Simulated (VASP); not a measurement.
# Pt (Fm-3m) in VASP: a series of runs

The runs below take Pt through single point, with revPBE.

Everything below comes from runs of VASP 6.6.1. Logs are shortened: lines on timing, memory, paths and dates and some standing lists are left out, and cuts for length are marked.

**1. The cell of the first run**

It takes space group Fm-3m (No. 225, cubic). The conventional cell has a = 4.091 Å, b = 4.091 Å, c = 4.091 Å, α = 90.00°, β = 90.00°, γ = 90.00°. Pt (site symmetry m-3m) has 12 Pt at 2.89 Å within 3.8 Å.

**2. Single point, revPBE (volume scaled by 1.08)**

Input file INCAR:

```
SYSTEM = Pt
PREC     = Accurate       ! precision mode
ENCUT    = 520            ! plane-wave cutoff, eV
EDIFF    = 1E-7           ! SCF threshold, eV
ISMEAR   = -1             ! smearing method
SIGMA    = 0.1            ! smearing width, eV
LREAL    = .FALSE.        ! projectors in reciprocal space
LASPH    = .TRUE.         ! aspherical terms in the spheres
NELM     = 100            ! most SCF steps
ALGO     = Normal         ! electronic algorithm
ISIF     = 2              ! what is computed and relaxed
LWAVE    = .FALSE.        ! write WAVECAR
LCHARG   = .TRUE.         ! write CHGCAR
GGA      = RE             ! functional
LELF     = .TRUE.         ! ELF
LVHAR    = .TRUE.       
NBANDS   = 11             ! bands
```

Input file KPOINTS:

```
regular mesh
0
G
  22 22 22
  0 0 0
```

Input file POSCAR:

```
Pt
1.0
    0.0000000000      2.0456446563      2.0456446563
    2.0456446563      0.0000000000      2.0456446563
    2.0456446563      2.0456446563      0.0000000000
Pt
1
Direct
    0.0000000000      0.0000000000      0.0000000000
```

Potentials or basis: VASP PAW PBE potentials, release 64 (Pt).

Run with:

```console
$ cat potpaw_PBE.64/Pt/POTCAR > POTCAR
$ mpirun -np 1 vasp_std > vasp.out
```

OUTCAR:

```text
SYSTEM = Pt
   PREC = Accurate
   ENCUT = 520
   EDIFF = 1E-7
   ISMEAR = -1
   LREAL = .FALSE.
   LASPH = .TRUE.
   NELM = 100
   ISIF = 2
   GGA = RE

 ion  position               nearest neighbor table
   1  0.000  0.000  0.000-

  LATTYP: Found a face centered cubic cell.
 ALAT       =     4.0912893126

  Lattice vectors:

 A1 = (   0.0000000000,   2.0456446563,   2.0456446563)
 A2 = (   2.0456446563,   0.0000000000,   2.0456446563)
 A3 = (   2.0456446563,   2.0456446563,   0.0000000000)

Analysis of symmetry for initial positions (statically):
=====================================================================
 Subroutine PRICEL returns:
 Original cell was already a primitive cell.

 Routine SETGRP: Setting up the symmetry group for a
 face centered cubic supercell.

 Subroutine GETGRP returns: Found 48 space group operations
 (whereof 48 operations were pure point group operations)
 out of a pool of 48 trial point group operations.

The static configuration has the point symmetry O_h .

Analysis of symmetry for dynamics (positions and initial velocities):
=====================================================================
 Subroutine PRICEL returns:
 Original cell was already a primitive cell.

 Routine SETGRP: Setting up the symmetry group for a
 face centered cubic supercell.

 Subroutine GETGRP returns: Found 48 space group operations
 (whereof 48 operations were pure point group operations)
 out of a pool of 48 trial point group operations.

The dynamic configuration has the point symmetry O_h .

 Subroutine INISYM returns: Found 48 space group operations
 (whereof 48 operations are pure point group operations),
 and found     1 'primitive' translations

----------------------------------------------------------------------------------------

                                     Primitive cell

  volume of cell :      17.1207

  direct lattice vectors                    reciprocal lattice vectors
     0.000000000  2.045644656  2.045644656    -0.244421727  0.244421727  0.244421727
     2.045644656  0.000000000  2.045644656     0.244421727 -0.244421727  0.244421727
     2.045644656  2.045644656  0.000000000     0.244421727  0.244421727 -0.244421727

  length of vectors
     2.892978417  2.892978417  2.892978417     0.423350850  0.423350850  0.423350850

  position of ions in fractional coordinates (direct lattice)
[... 81 lines left out ...]
   IBRION =     -1    ionic relax: 0-MD 1-quasi-New 2-CG
   NFREE  =      0    steps in history (QN), initial steepest desc. (CG)
   ISIF   =      2    stress and relaxation
   ISYM   =      2    0-nonsym 1-usesym 2-fastsym
   POTIM  = 0.5000    time-step for ionic-motion
   TEBEG  =    0.0;   TEEND  =   0.0 temperature during run
   PSTRESS=    0.0 pullay stress
   NELECT =      10.0000    total number of electrons
   NUPDOWN=      -1.0000    fix difference up-down
   EMIN   =  10.00;   EMAX   =-10.00  energy-range for DOS
   EFERMI =   0.00;   METHOD = LEGACY
   ISMEAR =    -1;   SIGMA  =   0.10  broadening in eV -4-tet -1-fermi 0-gaus
   EFERMI_NEDOS =   21; number of points for ismear=-14 and -15
   IALGO  =     38    algorithm
   IMIX   =      4    mixing-type and parameters
     AMIX     =   0.40;   BMIX     =  1.00
     AMIX_MAG =   1.60;   BMIX_MAG =  1.00
  volume/ion in A,a.u.               =      17.12       115.54
  Fermi-wavevector in a.u.,A,eV,Ry     =   1.368468  2.586029 25.479693  1.872705
  Thomas-Fermi vector in A             =   2.494429
   LORBIT       =      0    0 simple, 1 ext, 2 COOP (PROOUT), +10 PAW based schemes
   GGA     = RE    functional components
   LHFCALC =     F    Hartree Fock is set to
   AEXX    =    0.0000 exact exchange contribution
   IVDW    =     0    specifies the selected vdW correction
   LEPSILON=     F    determine dielectric tensor
   LRPA    =     F    only Hartree local field effects (RPA)
 non-spin polarized calculation
  energy-cutoff  :      520.00
  volume of cell :       17.12
 maximum number of plane-waves:       478
 NGX is ok and might be reduce to    24
   NGX = 11   NGY = 11   NGZ = 11

 number of electron      10.0000001 magnetization

 Free energy of the ion-electron system (eV)
  ---------------------------------------------------
  ext. energy  EPLUGINS =         0.00000000
  ---------------------------------------------------
  free energy    TOTEN  =        -5.54582184 eV

  energy without entropy =       -5.48283137  energy(sigma->0) =       -5.51432660

 E-fermi :   9.0556     XC(G=0): -12.6896

 val. band max:        9.0535475813   @ k =   0.4545   0.0909   0.0000
 cond. band min:       9.0631398755   @ k =   0.5000   0.0000   0.0000
 fundamental gap:      0.0095922941
 Fermi energy:         9.0556279584

 k-point     1 :       0.0000    0.0000    0.0000
  band No.  band energies     occupation
      1       0.2113      2.00000
      2       5.9793      2.00000
      3       5.9793      2.00000
      4       5.9793      2.00000
      5       7.7157      2.00000
      6       7.7157      2.00000
      7      23.9395      0.00000
      8      28.2164      0.00000
      9      28.2164      0.00000
     10      28.2164      0.00000
     11      33.1070      0.00000
[... 309 lines left out ...]
 k-point    24 :      -0.4545    0.0455    0.0000
  band No.  band energies     occupation
      1       3.0288      2.00000
      2       5.9052      2.00000
      3       5.9841      2.00000
      4       8.2859      1.99909
      5       8.9860      1.33467
      6       9.7536      0.00186
      7      14.2495      0.00000
      8      23.5940      0.00000
      9      26.8038      0.00000
     10      27.2488      0.00000
     11      35.1212      0.00000

 [... further k-points ...]

------------------------ aborting loop because EDIFF is reached ----------------------------------------

  FORCE on cell =-STRESS in cart. coord.  units (eV):
  Direction    XX          YY          ZZ          XY          YZ          ZX
  --------------------------------------------------------------------------------------
  -------------------------------------------------------------------------------------
  Total       -1.5766101     -1.5766101     -1.5766101      0.0000000     -0.0000000      0.0000000
  in kB     -147.5415348   -147.5415348   -147.5415348      0.0000000     -0.0000000      0.0000000
  external PRESSURE =    -147.5415348 kB  Pullay stress =       0.0000000 kB

 VOLUME and BASIS-vectors are now :
 -----------------------------------------------------------------------------
  energy-cutoff  :      520.00
  volume of cell :       17.12
      direct lattice vectors                 reciprocal lattice vectors
     0.000000000  2.045644656  2.045644656    -0.244421727  0.244421727  0.244421727
     2.045644656  0.000000000  2.045644656     0.244421727 -0.244421727  0.244421727
     2.045644656  2.045644656  0.000000000     0.244421727  0.244421727 -0.244421727

 POSITION                                       TOTAL-FORCE (eV/Angst)
 -----------------------------------------------------------------------------------
      0.00000      0.00000      0.00000         0.000000      0.000000      0.000000
 -----------------------------------------------------------------------------------
    total drift:                                0.000000      0.000000     -0.000000

  FREE ENERGIE OF THE ION-ELECTRON SYSTEM (eV)
  ---------------------------------------------------
  free  energy   TOTEN  =        -5.5458218400 eV

  energy  without entropy=       -5.4828313666  energy(sigma->0) =       -5.51432660
```

OSZICAR:

```text
N       E                     dE             d eps       ncg     rms          rms(c)
DAV:   1     0.390352582915E+02    0.39035E+02   -0.52657E+03  7472   0.833E+02
DAV:   2    -0.528901369781E+01   -0.44324E+02   -0.42367E+02  8218   0.170E+02
DAV:   3    -0.588801014909E+01   -0.59900E+00   -0.59530E+00  8403   0.188E+01
DAV:   4    -0.589050896914E+01   -0.24988E-02   -0.24987E-02  8271   0.144E+00
DAV:   5    -0.589053176875E+01   -0.22800E-04   -0.22800E-04  8425   0.130E-01    0.879E+00
DAV:   6    -0.556987121550E+01    0.32066E+00   -0.89300E-01  7693   0.719E+00    0.480E+00
DAV:   7    -0.554774607898E+01    0.22125E-01   -0.91940E-02  8227   0.226E+00    0.231E+00
DAV:   8    -0.554594474782E+01    0.18013E-02   -0.29757E-03  7825   0.428E-01    0.436E-01
DAV:   9    -0.554582169076E+01    0.12306E-03   -0.95895E-05  8110   0.801E-02    0.665E-02
DAV:  10    -0.554582217508E+01   -0.48433E-06   -0.55001E-06  8550   0.205E-02    0.746E-03
DAV:  11    -0.554582188311E+01    0.29197E-06   -0.51487E-08  7280   0.202E-03    0.282E-04
DAV:  12    -0.554582183996E+01    0.43150E-07   -0.31715E-09  4226   0.449E-04
   1 F= -.55458218E+01 E0= -.55143266E+01  d E =-.629905E-01
```

stdout:

```text
POSCAR found type information on POSCAR Pt
 POSCAR found :  1 types and       1 ions
 scaLAPACK will be used
 -----------------------------------------------------------------------------
|                                                                             |
|                                                                             |
|     You enforced a specific xc type in the INCAR file but a different       |
|     I HOPE YOU KNOW WHAT YOU ARE DOING!                                     |
|                                                                             |
 -----------------------------------------------------------------------------

 LDA part: xc-table for (Slater+PW92), standard interpolation
 POSCAR, INCAR and KPOINTS ok, starting setup
 FFT: planning ... GRIDC
 FFT: planning ... GRID_SOFT
 FFT: planning ... GRID
 WAVECAR not read
 entering main loop
```

Wall time 16 s (1 thread of Intel Xeon 6975P-C (Granite Rapids), shared host); peak memory 0.19 GiB.

What came out:

```
Free energy            : -5.5458 eV
Pressure               : -14.8 GPa
Band gap on the k mesh : zero (band 5 reaches 9.43 eV, above the bottom of band 6 at 7.64 eV)
```

Caveat: the PAW data sets were made with another functional, which shifts forces and pressure a little; spin-orbit coupling is left out, which moves the levels of the heavy elements.

(Part 1 of 2 ends here.)
